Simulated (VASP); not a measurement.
Input of a VASP 6.6.1 run:

Contents of POSCAR:

```
SiC
1.0
    6.1507128199      0.0000000001      0.0000000000
   -3.0753564100      5.3266735534      0.0000000000
    0.0000000000      0.0000000000      5.0481087359
Si C
8 8
Direct
    0.1683159523      0.3310026384      0.5054908944
    0.3388516422      0.1774178557      0.9967431890
    0.1564869186      0.8248601976      0.5007160369
    0.3327662763      0.6705306725      0.9925416155
    0.6668949036      0.3307428139      0.5060073254
    0.8413247961      0.1691999690      0.9958882154
    0.6502141374      0.8197168376      0.5043366007
    0.8434570916      0.6776493742      0.9987601820
    0.1734352677      0.3403734022      0.8630446030
    0.3336470639      0.1635996633      0.3713164866
    0.1786729537      0.8460082929      0.8672647974
    0.3190976746      0.6549849479      0.3706180072
    0.6726353158      0.3387427410      0.8787140357
    0.8314339809      0.1616504168      0.3741111966
    0.6657160135      0.8272264023      0.8852622306
    0.8293095473      0.6647944471      0.3841664476
```

The input INCAR.step1:

```
SYSTEM = SiC
PREC = Accurate ; ENCUT = 520
ISMEAR = -1 ; SIGMA = 0.069
LREAL = Auto ; LASPH = .True.
NELM = 100 ; NBANDS = 46
GGA = PE ; ALGO = Normal
EDIFF = 1E-4 ; LWAVE = .True.
LCHARG = .False.
```

INCAR.step2

```
SYSTEM = SiC
PREC = Accurate ; ENCUT = 520
EDIFF = 1E-6 ; ISMEAR = -1
SIGMA = 0.069 ; LREAL = Auto
LASPH = .True. ; NELM = 100
ALGO = Normal ; ISIF = 2
LWAVE = .False. ; LCHARG = .False.
METAGGA = R2SCAN ; LMIXTAU = .True.
NBANDS = 46 ; ISTART = 1
```

The input KPOINTS:

```
regular mesh
0
Gamma
  3 3 4
  0 0 0
```

Potentials or basis: VASP PAW PBE potentials, release 64 (Si, C).

Run with:

```bash
$ cat potpaw_PBE.64/Si/POTCAR potpaw_PBE.64/C/POTCAR > POTCAR
$ cp INCAR.step1 INCAR
$ mpirun -np 1 vasp_std > vasp.out
$ cp INCAR.step2 INCAR
$ mpirun -np 1 vasp_std > vasp.out
```

Q: Predict the band gap on the k mesh.

A: 2.46 eV.

Q: What does it give for the pressure?

A: 0.1 GPa.

Q: Predict the largest force.

A: 2.165 eV/Å.

Forces on the atoms (eV/Å):
```
Si  -0.455 -0.829 -1.948
Si   0.582 -0.281  0.341
Si   0.535  1.027 -0.720
Si   0.195 -0.146  0.873
Si   0.070 -0.215 -0.866
Si  -0.739 -0.210  0.540
Si   0.662  1.161 -0.499
Si   0.193 -1.052  0.677
C   -0.284 -0.293  1.622
C   -0.226 -0.023  0.433
C   -0.609 -0.475  0.858
C    0.239  0.633  0.178
C    0.292  0.080 -0.089
C    0.103 -0.166  0.493
C   -0.330  1.005 -1.045
C   -0.229 -0.215 -0.847
```

Caveat: the PAW data sets were made with another functional, which shifts forces and pressure a little. A k mesh can miss the band edges.
